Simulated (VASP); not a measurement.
Ag, 1 atom in the cell. Symmetry: Fm-3m, No. 225, cubic system. The conventional cell has a = 4.166 Å, b = 4.166 Å, c = 4.166 Å, α = 90.00°, β = 90.00°, γ = 90.00°. Ag (site symmetry m-3m) has 12 Ag at 2.95 Å within 3.9 Å. 

```yaml
Program: VASP 6.6.1
Task: single point
Functional: r2SCAN
Dispersion: D4
Potentials_or_basis: VASP PAW PBE potentials, release 64 (Ag)
Cutoff: 520 eV
k_mesh: 11 × 11 × 11
Occupations: fermi-dirac, width 0.05 eV
Spin: no spin polarisation
Dipole_correction: no
Further_INCAR_settings: ALGO = Normal; EDIFF = 1e-06; NBANDS = 12
```

Potentials or basis: VASP PAW PBE potentials, release 64 (Ag).

Run with:

```sh
$ cat potpaw_PBE.64/Ag/POTCAR > POTCAR
$ cp INCAR.step1 INCAR
$ mpirun -np 1 vasp_std > vasp.out
$ cp INCAR.step2 INCAR
$ mpirun -np 1 vasp_std > vasp.out
```

Hardware: 1 thread of Intel Xeon 6975P-C, with other jobs on the host.

**Question.** Estimate the wall time of this run.

**Answer.** Run time: 30 s on 1 thread of Intel Xeon 6975P-C, with other jobs on the host, peak memory 0.15 GiB. Counts: k points 56.
